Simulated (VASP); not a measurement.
Input of a VASP 6.6.1 run:

Contents of INCAR:

```
ALGO = Normal
EDIFF = 1E-6
EDIFFG = -0.002
ENCUT = 600
GGA = CA
IBRION = 2
ISIF = 3
ISMEAR = 0
LASPH = True
LCHARG = False
LREAL = False
LWAVE = False
NELM = 100
NSW = 100
PREC = Accurate
PSTRESS = 20.0
SIGMA = 0.01
```

File KPOINTS:

```
k-points
0
Gamma
  10 10 10
```

The input POSCAR:

```
LiF
1.0
    0.0000000000      1.9544663793      1.9544663793
    1.9544663793      0.0000000000      1.9544663793
    1.9544663793      1.9544663793      0.0000000000
Li F
1 1
Direct
    0.0000000000      0.0000000000      0.0000000000
    0.5000000000      0.5000000000      0.5000000000
```

Potentials or basis: VASP PAW LDA potentials, release 64 (Li_sv, F).

Command:

```bash
$ cat potpaw_LDA.64/Li_sv/POTCAR potpaw_LDA.64/F/POTCAR > POTCAR
$ mpirun -np 1 vasp_std > vasp.out
```

(1) Estimate the space group after relaxing (to 0.05 Å).

(2) What does it give for the band gap on the k mesh?

(3) What does it give for the relaxed volume?

## Answers

(1) Fm-3m (No. 225).

(2) 9.99 eV, direct.

(3) 7.25 Å³/atom.

Caveat: the cutoff is under 1.25 times the usual one of these potentials, so pressure, stress and relaxed cells hold a basis-set (Pulay) error; the cell is relaxed towards a set pressure, so the enthalpy falls and the energy may rise.
